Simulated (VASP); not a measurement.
# BaTiO3 (P4mm) in VASP: a series of runs

Aim: see how the results for BaTiO3 move with the level of theory and the settings. Levels: LDA, PBE. Tasks: single point.

All numbers are computed with VASP 6.6.1; they aren't measurements. Logs are shortened: lines on timing, memory, paths and dates and some standing lists are left out, and cuts for length are marked.

## Step 1: The cell of the first run

The structure is tetragonal, space group P4mm (No. 99). Conventional cell: a = 4.000 Å, b = 4.000 Å, c = 4.018 Å, α = 90.00°, β = 90.00°, γ = 90.00°. Within 3.7 Å of Ba (site symmetry 4mm) lie 12 O at 2.79 to 2.88 Å and 8 Ti at 3.45 to 3.49 Å. Ti (site symmetry 4mm) has 6 O at 1.89 to 2.13 Å within 2.5 Å. O (site symmetry 2mm) has 2 Ti at 2.00 Å and 4 Ba at 2.79 to 2.88 Å and 8 O at 2.83 to 2.84 Å within 2.9 Å. O (site symmetry 4mm) has 2 Ti at 1.89 to 2.13 Å within 2.5 Å.

## Step 2: Single point, LDA

Contents of INCAR:

```
  PREC = Accurate
  ENCUT = 1340
  EDIFF = 1E-6
  ISMEAR = 0
  SIGMA = 0.1
  LREAL = F
  LASPH = T
  NELM = 120
  ALGO = Normal
  ISIF = 2
  LWAVE = F
  LCHARG = F
  GGA = CA
  NBANDS = 28
  GGA_COMPAT = F
```

Contents of KPOINTS:

```
Automatic mesh
0
Gamma
  8 8 8
```

Contents of POSCAR:

```
BaTiO3
1.0
    3.9998000000      0.0000000000      0.0000000000
    0.0000000000      3.9998000000      0.0000000000
    0.0000000000      0.0000000000      4.0180000000
Ba Ti O
1 1 3
Direct
    0.0000000000      0.0000000000      0.0000000000
    0.5000000000      0.5000000000      0.4900000000
    0.0000000000      0.5000000000      0.5170000000
    0.5000000000      0.0000000000      0.5170000000
    0.5000000000      0.5000000000      0.0190000000
```

Potentials or basis: VASP PAW LDA potentials, release 64 (Ba_sv, Ti_sv, O_h).

Launch:

```sh
> cat potpaw_LDA.64/Ba_sv/POTCAR potpaw_LDA.64/Ti_sv/POTCAR potpaw_LDA.64/O_h/POTCAR > POTCAR
> mpirun -np 1 vasp_std > vasp.out
```

OUTCAR:

```text
PREC = Accurate
   ENCUT = 1340
   EDIFF = 1E-6
   ISMEAR = 0
   LREAL = F
   LASPH = T
   NELM = 120
   ISIF = 2
   GGA = CA

 ion  position               nearest neighbor table
   1  0.000  0.000  0.000-   3 2.79   4 2.79   3 2.79   4 2.79   5 2.83   5 2.83   5 2.83   5 2.83
                             4 2.88   3 2.88   4 2.88   3 2.88   2 3.45   2 3.45   2 3.45   2 3.45
   2  0.500  0.500  0.490-   5 1.89   4 2.00   3 2.00   4 2.00   3 2.00   5 2.13   1 3.45   1 3.45
                             1 3.45   1 3.45   1 3.49   1 3.49   1 3.49   1 3.49
   3  0.000  0.500  0.517-   2 2.00   2 2.00   1 2.79   1 2.79   1 2.88   1 2.88
   4  0.500  0.000  0.517-   2 2.00   2 2.00   1 2.79   1 2.79   1 2.88   1 2.88
   5  0.500  0.500  0.019-   2 1.89   2 2.13   1 2.83   1 2.83   1 2.83   1 2.83

  LATTYP: Found a simple tetragonal cell.
 ALAT       =     3.9998000000
 C/A-ratio  =     1.0045502275

  Lattice vectors:

 A1 = (   3.9998000000,   0.0000000000,   0.0000000000)
 A2 = (   0.0000000000,   3.9998000000,   0.0000000000)
 A3 = (   0.0000000000,   0.0000000000,   4.0180000000)

Analysis of symmetry for initial positions (statically):
=====================================================================
 Subroutine PRICEL returns:
 Original cell was already a primitive cell.

 Routine SETGRP: Setting up the symmetry group for a
 simple tetragonal supercell.

 Subroutine GETGRP returns: Found  8 space group operations
 (whereof  8 operations were pure point group operations)
 out of a pool of 16 trial point group operations.

The static configuration has the point symmetry C_4v.

Analysis of symmetry for dynamics (positions and initial velocities):
=====================================================================
 Subroutine PRICEL returns:
 Original cell was already a primitive cell.

 Routine SETGRP: Setting up the symmetry group for a
 simple tetragonal supercell.

 Subroutine GETGRP returns: Found  8 space group operations
 (whereof  8 operations were pure point group operations)
 out of a pool of 16 trial point group operations.

The dynamic configuration has the point symmetry C_4v.

 Subroutine INISYM returns: Found  8 space group operations
 (whereof  8 operations are pure point group operations),
 and found     1 'primitive' translations

----------------------------------------------------------------------------------------

                                     Primitive cell

  volume of cell :      64.2816

  direct lattice vectors                    reciprocal lattice vectors
     3.999800000  0.000000000  0.000000000     0.250012501  0.000000000  0.000000000
     0.000000000  3.999800000  0.000000000     0.000000000  0.250012501  0.000000000
     0.000000000  0.000000000  4.018000000     0.000000000  0.000000000  0.248880040

  length of vectors
     3.999800000  3.999800000  4.018000000     0.250012501  0.250012501  0.248880040

  position of ions in fractional coordinates (direct lattice)
     0.000000000  0.000000000  0.000000000
     0.500000000  0.500000000  0.490000000
     0.000000000  0.500000000  0.517000000
     0.500000000  0.000000000  0.517000000
     0.500000000  0.500000000  0.019000000

  ion indices of the primitive-cell ions
   primitive index   ion index
                 1           1
                 2           2
                 3           3
                 4           4
                 5           5

----------------------------------------------------------------------------------------

 KPOINTS: Automatic mesh

Automatic generation of k-mesh.
 Grid dimensions read from file:
 generate k-points for:    8    8    8

 Generating k-lattice:

  Cartesian coordinates                     Fractional coordinates (reciprocal lattice)
     0.031251563  0.000000000  0.000000000     0.125000000  0.000000000  0.000000000
     0.000000000  0.031251563  0.000000000     0.000000000  0.125000000  0.000000000
     0.000000000  0.000000000  0.031110005     0.000000000  0.000000000  0.125000000

  Length of vectors
     0.031251563  0.031251563  0.031110005

  Shift w.r.t. Gamma in fractional coordinates (k-lattice)
     0.000000000  0.000000000  0.000000000

 Subroutine IBZKPT returns following result:
 ===========================================

 Found     75 irreducible k-points:

 Following reciprocal coordinates:
            Coordinates               Weight
  0.000000  0.000000  0.000000      1.000000
  0.125000  0.000000  0.000000      4.000000
  0.250000  0.000000  0.000000      4.000000
  0.375000  0.000000  0.000000      4.000000
  0.500000  0.000000  0.000000      2.000000
  0.125000  0.125000  0.000000      4.000000
[... 16 lines left out ...]
  0.375000  0.125000  0.125000     16.000000
  0.500000  0.125000  0.125000      8.000000
 [... further k-points ...]
   k-points           NKPTS =     75   k-points in BZ     NKDIM =     75   number of bands    NBANDS=     28
   number of dos      NEDOS =    301   number of ions     NIONS =      5
   total plane-waves  NPLWV = 110592
   dimension x,y,z NGX =    48 NGY =   48 NGZ =   48
   dimension x,y,z NGXF=    96 NGYF=   96 NGZF=   96
   ions per type =               1   1   3
   NGX,Y,Z   is equivalent  to a cutoff of  19.95, 19.95, 19.86 a.u.
   NGXF,Y,Z  is equivalent  to a cutoff of  39.90, 39.90, 39.72 a.u.
 SYSTEM =  unknown system
   PREC   = accura    normal or accurate (medium, high low for compatibility)
   ISTART =      0    job   : 0-new  1-cont  2-samecut
   ICHARG =      2    charge: 1-file 2-atom 10-const
   ISPIN  =      1    spin polarized calculation?
   LNONCOLLINEAR =      F non collinear calculations
   LSORBIT =      F    spin-orbit coupling
   LASPH  =      T    aspherical Exc in radial PAW
   ENCUT  = 1340.0 eV  98.49 Ry    9.92 a.u.  11.94 11.94 11.99*2*pi/ulx,y,z
   NELM   =    120;   NELMIN=  2; NELMDL= -5     # of ELM steps
   EDIFF  = 0.1E-05   stopping-criterion for ELM
   LREAL  =      F    real-space projection
   EDIFFG = 0.1E-04   stopping-criterion for IOM
   NSW    =      0    number of steps for IOM
   IBRION =     -1    ionic relax: 0-MD 1-quasi-New 2-CG
   NFREE  =      0    steps in history (QN), initial steepest desc. (CG)
   ISIF   =      2    stress and relaxation
   ISYM   =      2    0-nonsym 1-usesym 2-fastsym
   POTIM  = 0.5000    time-step for ionic-motion
   TEBEG  =    0.0;   TEEND  =   0.0 temperature during run
   PSTRESS=    0.0 pullay stress
   NELECT =      40.0000    total number of electrons
   NUPDOWN=      -1.0000    fix difference up-down
   EMIN   =  10.00;   EMAX   =-10.00  energy-range for DOS
   EFERMI =   0.00;   METHOD = LEGACY
   ISMEAR =     0;   SIGMA  =   0.10  broadening in eV -4-tet -1-fermi 0-gaus
   EFERMI_NEDOS =   21; number of points for ismear=-14 and -15
   IALGO  =     38    algorithm
   IMIX   =      4    mixing-type and parameters
     AMIX     =   0.40;   BMIX     =  1.00
     AMIX_MAG =   1.60;   BMIX_MAG =  1.00
  volume/ion in A,a.u.               =      12.86        86.76
  Fermi-wavevector in a.u.,A,eV,Ry     =   1.397653  2.641181 26.578078  1.953434
  Thomas-Fermi vector in A             =   2.520888
   LORBIT       =      0    0 simple, 1 ext, 2 COOP (PROOUT), +10 PAW based schemes
   GGA     = CA    functional components
   LHFCALC =     F    Hartree Fock is set to
   AEXX    =    0.0000 exact exchange contribution
   IVDW    =     0    specifies the selected vdW correction
   LEPSILON=     F    determine dielectric tensor
   LRPA    =     F    only Hartree local field effects (RPA)
 non-spin polarized calculation
 Gauss-broadening in eV      SIGMA  =   0.10
  energy-cutoff  :     1340.00
  volume of cell :       64.28
 maximum number of plane-waves:      7200
 NGX is ok and might be reduce to    48
   NGX = 23   NGY = 23   NGZ = 23

 number of electron      39.9999998 magnetization

 Free energy of the ion-electron system (eV)
  ---------------------------------------------------
  ext. energy  EPLUGINS =         0.00000000
  ---------------------------------------------------
  free energy    TOTEN  =       -44.14163246 eV

  energy without entropy =      -44.14163246  energy(sigma->0) =      -44.14163246

 E-fermi :   4.4617     XC(G=0): -11.7255

 val. band max:        3.8943482424   @ k =   0.5000   0.5000   0.5000
 cond. band min:       5.5816244145   @ k =   0.0000   0.0000   0.0000
 fundamental gap:      1.6872761720
 Fermi energy:         4.4617190513

 k-point     1 :       0.0000    0.0000    0.0000
  band No.  band energies     occupation
      1     -51.9539      2.00000
      2     -28.5981      2.00000
      3     -28.5671      2.00000
      4     -28.5671      2.00000
      5     -20.8034      2.00000
      6     -12.7102      2.00000
[... 20 lines left out ...]
     27       8.7901      0.00000
     28      11.0121      0.00000

 k-point     2 :       0.1250    0.0000    0.0000
  band No.  band energies     occupation
      1     -51.9537      2.00000
      2     -28.5978      2.00000
      3     -28.5751      2.00000
      4     -28.5668      2.00000
      5     -20.7857      2.00000
      6     -12.7232      2.00000
[... 20 lines left out ...]
     27       9.0910      0.00000
     28      11.3873      0.00000

 k-point     3 :       0.2500    0.0000    0.0000
  band No.  band energies     occupation
      1     -51.9533      2.00000
      2     -28.5971      2.00000
      3     -28.5941      2.00000
      4     -28.5660      2.00000
      5     -20.7424      2.00000
      6     -12.8006      2.00000
[... 20 lines left out ...]
     27       9.8836      0.00000
     28      12.1898      0.00000

 k-point     4 :       0.3750    0.0000    0.0000
  band No.  band energies     occupation
      1     -51.9530      2.00000
      2     -28.6133      2.00000
      3     -28.5962      2.00000
      4     -28.5653      2.00000
      5     -20.6982      2.00000
      6     -12.9174      2.00000
[... 578 lines left out ...]
     27      10.3665      0.00000
     28      12.0709      0.00000

 k-point    23 :       0.3750    0.1250    0.1250
  band No.  band energies     occupation
      1     -51.9527      2.00000
      2     -28.6124      2.00000
      3     -28.6033      2.00000
      4     -28.5727      2.00000
      5     -20.6743      2.00000
      6     -12.7830      2.00000
[... 20 lines left out ...]
     27      11.2890      0.00000
     28      12.4696      0.00000

 k-point    24 :       0.5000    0.1250    0.1250
  band No.  band energies     occupation
      1     -51.9525      2.00000
      2     -28.6201      2.00000
      3     -28.6030      2.00000
      4     -28.5724      2.00000
      5     -20.6575      2.00000
      6     -12.8213      2.00000
[... 20 lines left out ...]
     27      11.6865      0.00000
     28      12.6081      0.00000

 [... further k-points ...]
[... 5 lines left out ...]
  --------------------------------------------------------------------------------------
  -------------------------------------------------------------------------------------
  Total       -2.8239996     -2.8239996     -2.4448238      0.0000000     -0.0000000      0.0000000
  in kB      -70.3863970    -70.3863970    -60.9356806      0.0000000     -0.0000000      0.0000000
  external PRESSURE =     -67.2361582 kB  Pullay stress =       0.0000000 kB

 VOLUME and BASIS-vectors are now :
 -----------------------------------------------------------------------------
  energy-cutoff  :     1340.00
  volume of cell :       64.28
      direct lattice vectors                 reciprocal lattice vectors
     3.999800000  0.000000000  0.000000000     0.250012501  0.000000000  0.000000000
     0.000000000  3.999800000  0.000000000     0.000000000  0.250012501  0.000000000
     0.000000000  0.000000000  4.018000000     0.000000000  0.000000000  0.248880040

 POSITION                                       TOTAL-FORCE (eV/Angst)
 -----------------------------------------------------------------------------------
      0.00000      0.00000      0.00000        -0.000000     -0.000000      0.040451
      1.99990      1.99990      1.96882        -0.000000     -0.000000     -0.172155
      0.00000      1.99990      2.07731         0.000000     -0.000000     -0.124600
      1.99990      0.00000      2.07731        -0.000000     -0.000000     -0.124600
      1.99990      1.99990      0.07634        -0.000000      0.000000      0.380905
 -----------------------------------------------------------------------------------
    total drift:                                0.000000      0.000000     -0.000897

  FREE ENERGIE OF THE ION-ELECTRON SYSTEM (eV)
  ---------------------------------------------------
  free  energy   TOTEN  =       -44.1416324592 eV

  energy  without entropy=      -44.1416324592  energy(sigma->0) =      -44.14163246
```

Run time: 4.7 min. Hardware: 1 thread of Intel Xeon 6975P-C (Granite Rapids), shared host; peak memory 0.68 GiB.

What came out:

| Item | Value |
| --- | --- |
| Free energy | -44.1416 eV |
| Pressure | -6.7 GPa |
| Largest force | 0.381 eV/Å |
| Band gap on the k mesh | 1.69 eV (least direct gap 1.98 eV) |

Forces in eV/Å, atoms in the order of the input:
```
Ba   0.000  0.000  0.040
Ti   0.000  0.000 -0.172
O    0.000  0.000 -0.125
O    0.000  0.000 -0.125
O    0.000  0.000  0.381
```

Stress tensor (GPa, compression positive):
```
-7.04  0.00  0.00
 0.00 -7.04  0.00
 0.00  0.00 -6.09
```

Levels at points of the mesh, in eV from the valence-band top:
```
           k point  band 17  band 18  band 19  band 20  band 21  band 22  band 23  band 24
(0.00, 0.00, 0.00)    -1.15    -0.30    -0.29    -0.29     1.69     1.91     1.91     4.01
(0.50, 0.00, 0.00)    -1.86    -1.76    -0.95    -0.84     2.05     3.46     3.50     4.06
(0.50, 0.50, 0.00)    -1.77    -0.97    -0.97    -0.09     3.51     3.51     3.89     4.72
(0.00, 0.00, 0.50)    -1.97    -1.97    -0.71    -0.71     1.85     3.52     3.52     4.01
(0.50, 0.00, 0.50)    -1.73    -0.90    -0.89    -0.17     3.48     3.53     3.88     4.84
(0.50, 0.50, 0.50)    -2.43    -0.08    -0.08     0.00     4.14     4.14     4.14     6.47
```

Caveat: the cell stands under tension; spin-orbit coupling is left out, which moves the levels of the heavy elements.

## Step 3: Single point, PBE

Contents of INCAR:

```
SYSTEM = BaTiO3
PREC     = Accurate       ! precision mode
ENCUT    = 1340           ! plane-wave cutoff, eV
EDIFF    = 1E-6           ! SCF threshold, eV
ISMEAR   = -1             ! smearing method
SIGMA    = 0.05           ! smearing width, eV
LREAL    = .False.        ! projectors in reciprocal space
LASPH    = .True.         ! aspherical terms in the spheres
NELM     = 120            ! most SCF steps
ALGO     = Normal         ! electronic algorithm
ISIF     = 2              ! what is computed and relaxed
LWAVE    = .False.        ! write WAVECAR
LCHARG   = .True.         ! write CHGCAR
GGA      = PE             ! functional
LELF     = .True.         ! ELF
LVHAR    = .True.       
NBANDS   = 28             ! bands
GGA_COMPAT= .False.
```

Contents of KPOINTS:

```
Automatic mesh
0
Gamma
  5 5 5
  0 0 0
```

POSCAR is that of step 2.

Potentials or basis: VASP PAW PBE potentials, release 64 (Ba_sv, Ti_sv, O_h).

Launch:

```sh
> cat potpaw_PBE.64/Ba_sv/POTCAR potpaw_PBE.64/Ti_sv/POTCAR potpaw_PBE.64/O_h/POTCAR > POTCAR
> mpirun -np 1 vasp_std > vasp.out
```

OUTCAR:

```text
SYSTEM = BaTiO3
   PREC = Accurate
   ENCUT = 1340
   EDIFF = 1E-6
   ISMEAR = -1
   LREAL = .False.
   LASPH = .True.
   NELM = 120
   ISIF = 2
   GGA = PE

 ion  position               nearest neighbor table
   1  0.000  0.000  0.000-   3 2.79   4 2.79   3 2.79   4 2.79   5 2.83   5 2.83   5 2.83   5 2.83
                             4 2.88   3 2.88   4 2.88   3 2.88   2 3.45   2 3.45   2 3.45   2 3.45
   2  0.500  0.500  0.490-   5 1.89   4 2.00   3 2.00   4 2.00   3 2.00   5 2.13   1 3.45   1 3.45
                             1 3.45   1 3.45   1 3.49   1 3.49   1 3.49   1 3.49
   3  0.000  0.500  0.517-   2 2.00   2 2.00   1 2.79   1 2.79   1 2.88   1 2.88
   4  0.500  0.000  0.517-   2 2.00   2 2.00   1 2.79   1 2.79   1 2.88   1 2.88
   5  0.500  0.500  0.019-   2 1.89   2 2.13   1 2.83   1 2.83   1 2.83   1 2.83

  LATTYP: Found a simple tetragonal cell.
 ALAT       =     3.9998000000
 C/A-ratio  =     1.0045502275

  Lattice vectors:

 A1 = (   3.9998000000,   0.0000000000,   0.0000000000)
 A2 = (   0.0000000000,   3.9998000000,   0.0000000000)
 A3 = (   0.0000000000,   0.0000000000,   4.0180000000)

Analysis of symmetry for initial positions (statically):
[... 172 lines left out ...]
 E-fermi :   5.0615     XC(G=0): -11.2458

 val. band max:        4.0423374375   @ k =   0.4000   0.4000   0.4000
 cond. band min:       5.9765275486   @ k =   0.0000   0.0000   0.0000
 fundamental gap:      1.9341901111
 Fermi energy:         5.0615213242

 k-point     1 :       0.0000    0.0000    0.0000
  band No.  band energies     occupation
      1     -52.3990      2.00000
      2     -28.6390      2.00000
      3     -28.6098      2.00000
      4     -28.6098      2.00000
      5     -20.6529      2.00000
      6     -12.7160      2.00000
[... 547 lines left out ...]
     27      11.7081      0.00000
     28      11.8864      0.00000

------------------------ aborting loop because EDIFF is reached ----------------------------------------

  FORCE on cell =-STRESS in cart. coord.  units (eV):
  Direction    XX          YY          ZZ          XY          YZ          ZX
  --------------------------------------------------------------------------------------
  -------------------------------------------------------------------------------------
  Total        1.5092349      1.5092349      1.8572992      0.0000000     -0.0000000      0.0000000
  in kB       37.6167213     37.6167213     46.2920016      0.0000000     -0.0000000      0.0000000
  external PRESSURE =      40.5084814 kB  Pullay stress =       0.0000000 kB

 VOLUME and BASIS-vectors are now :
 -----------------------------------------------------------------------------
  energy-cutoff  :     1340.00
  volume of cell :       64.28
      direct lattice vectors                 reciprocal lattice vectors
     3.999800000  0.000000000  0.000000000     0.250012501  0.000000000  0.000000000
     0.000000000  3.999800000  0.000000000     0.000000000  0.250012501  0.000000000
     0.000000000  0.000000000  4.018000000     0.000000000  0.000000000  0.248880040

 POSITION                                       TOTAL-FORCE (eV/Angst)
 -----------------------------------------------------------------------------------
      0.00000      0.00000      0.00000        -0.000000     -0.000000      0.076906
      1.99990      1.99990      1.96882        -0.000000      0.000000     -0.152149
      0.00000      1.99990      2.07731         0.000000     -0.000000     -0.110979
      1.99990      0.00000      2.07731        -0.000000     -0.000000     -0.110979
      1.99990      1.99990      0.07634        -0.000000     -0.000000      0.297201
 -----------------------------------------------------------------------------------
    total drift:                                0.000000      0.000000     -0.000346

  FREE ENERGIE OF THE ION-ELECTRON SYSTEM (eV)
  ---------------------------------------------------
  free  energy   TOTEN  =       -40.0091025809 eV

  energy  without entropy=      -40.0091025801  energy(sigma->0) =      -40.00910258
```

It took 100 s on 1 thread of Intel Xeon Platinum 8559C (Emerald Rapids), shared host; peak memory 0.4 GiB.

What came out:

| Quantity | Value |
| --- | --- |
| Free energy | -40.0091 eV |
| Pressure | 4.1 GPa |
| Largest force | 0.297 eV/Å |
| Band gap on the k mesh | 1.93 eV (least direct gap 2.06 eV) |

Forces on the atoms (eV/Å):
```
Ba   0.000  0.000  0.077
Ti   0.000  0.000 -0.152
O    0.000  0.000 -0.111
O    0.000  0.000 -0.111
O    0.000  0.000  0.297
```

Caveat: the cell stands under pressure; spin-orbit coupling is left out, which moves the levels of the heavy elements. A k mesh can miss the band edges.
